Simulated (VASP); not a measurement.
AlN: single point with LDA

AlN:

```
Al N
1.0
     0.00000    1.94340    1.94340
     1.94340    0.00000    1.94340
     1.94340    1.94340    0.00000
Al N
1 1
Direct
  0.50000 0.50000 0.50000
  0.00000 0.00000 0.00000
```

```yaml
Program: VASP 6.6.1
Task: single point
Functional: LDA
Potentials_or_basis: VASP PAW LDA potentials, release 64 (Al, N)
Cutoff: 600 eV
k_mesh: 10 × 10 × 10
Occupations: gaussian, width 0.02 eV
Spin: no spin polarisation
Dipole_correction: no
Further_INCAR_settings: ALGO = Normal; EDIFF = 1e-06; NBANDS = 11
```

```json
{"Pressure": "32.3 GPa", "Band gap on the k mesh": "4.95 eV (least direct gap 7.59 eV)"}
```

Levels at points of the mesh, in eV from the valence-band top:
```tsv
k point	band 1	band 2	band 3	band 4	band 5	band 6	band 7	band 8	band 9
(0.00, 0.00, 0.00)	-18.54	0.00	0.00	0.00	7.59	12.38	12.38	12.38	17.94
(0.50, 0.00, 0.00)	-14.70	-9.14	-1.32	-1.32	6.90	11.79	11.79	14.89	17.27
(0.50, 0.50, 0.00)	-13.52	-8.25	-3.13	-3.13	4.95	5.66	15.38	18.92	18.92
```

Run time: 2.6 s on 1 thread of Intel(R) Xeon(R) 6975P-C (Granite Rapids) (shared host), peak memory 0.12 GiB.

Caveat: the cell stands under pressure. A k mesh can miss the band edges.
